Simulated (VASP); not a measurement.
Set up this calculation in VASP 6.6.1, as the native input.

```
Task                   : single point
Functional             : LDA
Potentials or basis    : VASP PAW LDA potentials, release 64 (Pb_d, Se)
Cutoff                 : 500 eV
k mesh                 : 6 × 6 × 6
Occupations            : fermi-dirac, width 0.05 eV
Spin                   : no spin polarisation
Dipole correction      : no
Further INCAR settings : ALGO = Normal; EDIFF = 1e-06; NBANDS = 17
```

The structure of PbSe lies in POSCAR:

```
PbSe
1.0
    3.8341193951      0.0000000000      0.0000000000
    0.0000000000      3.8341193951      0.0000000000
    0.0000000000      0.0000000000      3.8341193951
Pb Se
1 1
Direct
    0.0000000000      0.0000000000      0.0000000000
    0.5000000000      0.5000000000      0.5000000000
```

The input as run:

INCAR

```
SYSTEM = PbSe
PREC     = Accurate       ! precision mode
ENCUT    = 500            ! plane-wave cutoff, eV
EDIFF    = 1E-6           ! SCF threshold, eV
ISMEAR   = -1             ! smearing method
SIGMA    = 0.05           ! smearing width, eV
LREAL    = .False.        ! projectors in reciprocal space
LASPH    = .True.         ! aspherical terms in the spheres
NELM     = 120            ! most SCF steps
ALGO     = Normal         ! electronic algorithm
ISIF     = 2              ! what is computed and relaxed
LWAVE    = .False.        ! write WAVECAR
LCHARG   = .True.         ! write CHGCAR
LELF     = .True.         ! ELF
LVHAR    = .True.       
NBANDS   = 17             ! bands
GGA_COMPAT= .False.
```

KPOINTS

```
regular mesh
0
Gamma
  6 6 6
  0 0 0
```

Potentials or basis: VASP PAW LDA potentials, release 64 (Pb_d, Se).

Run with:

```console
$ cat potpaw_LDA.64/Pb_d/POTCAR potpaw_LDA.64/Se/POTCAR > POTCAR
$ mpirun -np 1 vasp_std > vasp.out
```

It gave:

```yaml
Pressure: -6.1 GPa
Band_gap_on_the_k_mesh: zero (bands 10 and 11 overlap by 0.65 eV)
```

Caveat: the cell stands under tension; semilocal functionals underestimate gaps, so a narrow gap can read as zero; spin-orbit coupling is left out, which moves the levels of the heavy elements.

Run time: 26 s on 1 thread of Intel Xeon 8259CL, with other jobs on the host, peak memory 0.15 GiB.
